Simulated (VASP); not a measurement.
# WAu (P4/mmm) in VASP: relaxation of cell and atoms with PBE

Aim: the relaxation of cell and atoms of WAu with PBE.

Everything below comes from runs of VASP 6.6.1. Logs are shortened: lines on timing, memory, paths and dates and some standing lists are left out, and cuts for length are marked.

## 1. The cell of the first run

Symmetry: P4/mmm, No. 123, tetragonal system. The conventional cell has a = 2.787 Å, b = 2.787 Å, c = 4.289 Å, α = 90.00°, β = 90.00°, γ = 90.00°. W (site symmetry 4/mmm) has 4 W at 2.79 Å and 8 Au at 2.91 Å within 3.7 Å. Within 3.7 Å of Au (site symmetry 4/mmm) lie 4 Au at 2.79 Å and 8 W at 2.91 Å.

## 2. Relaxation of cell and atoms, PBE

Contents of INCAR:

```
SYSTEM = WAu
ALGO = Fast ; EDIFF = 1E-7
EDIFFG = -0.01 ; ENCUT = 600
GGA = PE ; IBRION = 2
ISIF = 3 ; ISMEAR = 0
LASPH = .TRUE. ; LCHARG = .FALSE.
LREAL = .FALSE. ; LWAVE = .FALSE.
NELM = 80 ; NSW = 100
PREC = Accurate ; SIGMA = 0.1
```

Contents of KPOINTS:

```
k-points
0
G
  20 20 14
  0 0 0
```

Contents of POSCAR:

```
WAu
1.0
    2.7874748157      0.0000000000      0.0000000000
    0.0000000000      2.7874748157      0.0000000000
    0.0000000000      0.0000000000      4.2892720367
W Au
1 1
Direct
    0.5000000000      0.5000000000      0.5000000000
    0.0000000000      0.0000000000      0.0000000000
```

Potentials or basis: VASP PAW PBE potentials, release 64 (W_sv, Au).

The run is started by

```sh
$ cat potpaw_PBE.64/W_sv/POTCAR potpaw_PBE.64/Au/POTCAR > POTCAR
$ mpirun -np 1 vasp_std > vasp.out
```

OUTCAR:

```text
SYSTEM = WAu
   EDIFF = 1E-7
   EDIFFG = -0.01
   ENCUT = 600
   GGA = PE
   IBRION = 2
   ISIF = 3
   ISMEAR = 0
   LASPH = .TRUE.
   LREAL = .FALSE.
   NELM = 80
   NSW = 100
   PREC = Accurate

 ion  position               nearest neighbor table
   1  0.500  0.500  0.500-   2 2.91   2 2.91   2 2.91   2 2.91   2 2.91   2 2.91   2 2.91   2 2.91

   2  0.000  0.000  0.000-   1 2.91   1 2.91   1 2.91   1 2.91   1 2.91   1 2.91   1 2.91   1 2.91

  LATTYP: Found a simple tetragonal cell.
 ALAT       =     2.7874748157
 C/A-ratio  =     1.5387662025

  Lattice vectors:

 A1 = (   2.7874748157,   0.0000000000,   0.0000000000)
 A2 = (   0.0000000000,   2.7874748157,   0.0000000000)
 A3 = (   0.0000000000,   0.0000000000,   4.2892720367)

Analysis of symmetry for initial positions (statically):
=====================================================================
 Subroutine PRICEL returns:
 Original cell was already a primitive cell.

 Routine SETGRP: Setting up the symmetry group for a
 simple tetragonal supercell.

 Subroutine GETGRP returns: Found 16 space group operations
 (whereof 16 operations were pure point group operations)
 out of a pool of 16 trial point group operations.

The static configuration has the point symmetry D_4h.

Analysis of symmetry for dynamics (positions and initial velocities):
=====================================================================
 Subroutine PRICEL returns:
 Original cell was already a primitive cell.

 Routine SETGRP: Setting up the symmetry group for a
 simple tetragonal supercell.

 Subroutine GETGRP returns: Found 16 space group operations
 (whereof 16 operations were pure point group operations)
 out of a pool of 16 trial point group operations.

The dynamic configuration has the point symmetry D_4h.

 Subroutine INISYM returns: Found 16 space group operations
 (whereof 16 operations are pure point group operations),
 and found     1 'primitive' translations

----------------------------------------------------------------------------------------

                                     Primitive cell

  volume of cell :      33.3277

  direct lattice vectors                    reciprocal lattice vectors
     2.787474816  0.000000000  0.000000000     0.358747636  0.000000000  0.000000000
     0.000000000  2.787474816  0.000000000     0.000000000  0.358747636  0.000000000
     0.000000000  0.000000000  4.289272037     0.000000000  0.000000000  0.233139794

  length of vectors
     2.787474816  2.787474816  4.289272037     0.358747636  0.358747636  0.233139794

[... 89 lines left out ...]
   TEBEG  =    0.0;   TEEND  =   0.0 temperature during run
   PSTRESS=    0.0 pullay stress
   NELECT =      25.0000    total number of electrons
   NUPDOWN=      -1.0000    fix difference up-down
   EMIN   =  10.00;   EMAX   =-10.00  energy-range for DOS
   EFERMI =   0.00;   METHOD = LEGACY
   ISMEAR =     0;   SIGMA  =   0.10  broadening in eV -4-tet -1-fermi 0-gaus
   EFERMI_NEDOS =   21; number of points for ismear=-14 and -15
   IALGO  =     68    algorithm
   IMIX   =      4    mixing-type and parameters
     AMIX     =   0.40;   BMIX     =  1.00
     AMIX_MAG =   1.60;   BMIX_MAG =  1.00
  volume/ion in A,a.u.               =      16.66       112.45
  Fermi-wavevector in a.u.,A,eV,Ry     =   1.487486  2.810942 30.104465  2.212616
  Thomas-Fermi vector in A             =   2.600641
   LORBIT       =      0    0 simple, 1 ext, 2 COOP (PROOUT), +10 PAW based schemes
   GGA     = PE    functional components
   LHFCALC =     F    Hartree Fock is set to
   AEXX    =    0.0000 exact exchange contribution
   IVDW    =     0    specifies the selected vdW correction
   LEPSILON=     F    determine dielectric tensor
   LRPA    =     F    only Hartree local field effects (RPA)
 conjugate gradient relaxation of ions
 non-spin polarized calculation
 RMM-DIIS sequential band-by-band and
 Gauss-broadening in eV      SIGMA  =   0.10
  energy-cutoff  :      600.00
  volume of cell :       33.33
 maximum number of plane-waves:      1129
 NGX is ok and might be reduce to    24
   NGX = 11   NGY = 11   NGZ = 17

--------------------------------------- Ionic step        1  -------------------------------------------

 number of electron      25.0000000 magnetization

 Free energy of the ion-electron system (eV)
  ---------------------------------------------------
  ext. energy  EPLUGINS =         0.00000000
  ---------------------------------------------------
  free energy    TOTEN  =       -15.25739159 eV

  energy without entropy =      -15.24508690  energy(sigma->0) =      -15.25123924

------------------------ aborting loop because EDIFF is reached ----------------------------------------

  FORCE on cell =-STRESS in cart. coord.  units (eV):
  Direction    XX          YY          ZZ          XY          YZ          ZX
  --------------------------------------------------------------------------------------
  -------------------------------------------------------------------------------------
  Total       -0.2419480     -0.2419480      0.0893580      0.0000000      0.0000000      0.0000000
  in kB      -11.6312673    -11.6312673      4.2957469      0.0000000      0.0000000      0.0000000
  external PRESSURE =      -6.3222626 kB  Pullay stress =       0.0000000 kB
[... 131 lines left out ...]
--------------------------------------- Ionic step        5  -------------------------------------------

 number of electron      25.0000000 magnetization

 Free energy of the ion-electron system (eV)
  ---------------------------------------------------
  ext. energy  EPLUGINS =         0.00000000
  ---------------------------------------------------
  free energy    TOTEN  =       -15.25913149 eV

  energy without entropy =      -15.24698535  energy(sigma->0) =      -15.25305842

 E-fermi :  10.5914     XC(G=0): -13.1457

 val. band max:       10.5901590009   @ k =   0.3500   0.1500   0.2857
 cond. band min:      10.5914678170   @ k =   0.4500   0.2500   0.2857
 fundamental gap:      0.0013088161
 Fermi energy:        10.5914051511

 k-point     1 :       0.0000    0.0000    0.0000
  band No.  band energies     occupation
      1     -63.7393      2.00000
      2     -28.0347      2.00000
      3     -27.4792      2.00000
      4     -27.4792      2.00000
      5       0.4805      2.00000
      6       3.2779      2.00000
[... 433 lines left out ...]
      3     -27.7533      2.00000
      4     -27.5330      2.00000
      5       1.7765      2.00000
      6       3.9499      2.00000
[... 8 lines left out ...]
     15      12.8198      0.00000
     16      16.2391      0.00000

 [... further k-points ...]
[... 5 lines left out ...]
  --------------------------------------------------------------------------------------
  -------------------------------------------------------------------------------------
  Total        0.0061034      0.0061034     -0.0003718      0.0000000      0.0000000     -0.0000000
  in kB        0.2941419      0.2941419     -0.0179200      0.0000000      0.0000000     -0.0000000
  external PRESSURE =       0.1901213 kB  Pullay stress =       0.0000000 kB
[... 17 lines left out ...]
  FREE ENERGIE OF THE ION-ELECTRON SYSTEM (eV)
  ---------------------------------------------------
  free  energy   TOTEN  =       -15.2591314933 eV

  energy  without entropy=      -15.2469853519  energy(sigma->0) =      -15.25305842

 reached required accuracy - stopping structural energy minimisation
```

CONTCAR:

```text
WAu
   1.00000000000000
     2.7717608188285836    0.0000000000000000    0.0000000000000000
    -0.0000000000000000    2.7717608188285836   -0.0000000000000000
    -0.0000000000000000    0.0000000000000000    4.3272401650905694
  W               Au
     1     1
Direct
     0.5000000000000000    0.5000000000000000    0.5000000000000000
     0.0000000000000000    0.0000000000000000    0.0000000000000000

  0.00000000E+00  0.00000000E+00  0.00000000E+00
  0.00000000E+00  0.00000000E+00  0.00000000E+00
```

Wall time 9.1 min (1 thread of Intel Xeon 6975P-C, shared host); peak memory 0.49 GiB.

What came out:

```yaml
Free_energy: -15.2591 eV
Relaxed_volume: 16.62 Å³/atom
Relaxed_cell: a = 2.772 Å, b = 2.772 Å, c = 4.327 Å, α = 90.00°, β = 90.00°, γ = 90.00°
Space_group_after_relaxing_to_0.05_Å: P4/mmm (No. 123)
Energy_gained_by_relaxing: 0.9 meV/atom
Ionic_steps: 5
Pressure_after_relaxing: 0.0 GPa
```

Step by step:
```
step  energy change (eV)  largest force (eV/Å)  pressure (GPa)  volume (Å³)
   1              0.0000                0.0000           -0.63        33.33
   2             -0.0002                0.0000            1.67        33.01
   3             -0.0008                0.0000            0.61        33.15
   4             -0.0017                0.0000            0.10        33.23
   5             -0.0017                0.0000            0.02        33.24
```

Final structure:
```xyz
2
Lattice="2.7718 0.0000 0.0000 0.0000 2.7718 0.0000 0.0000 0.0000 4.3272" Properties=species:S:1:pos:R:3 pbc="T T T"
W     1.3859    1.3859    2.1636
Au    0.0000    0.0000    0.0000
```

Caveat: spin-orbit coupling is left out, which moves the levels of the heavy elements.
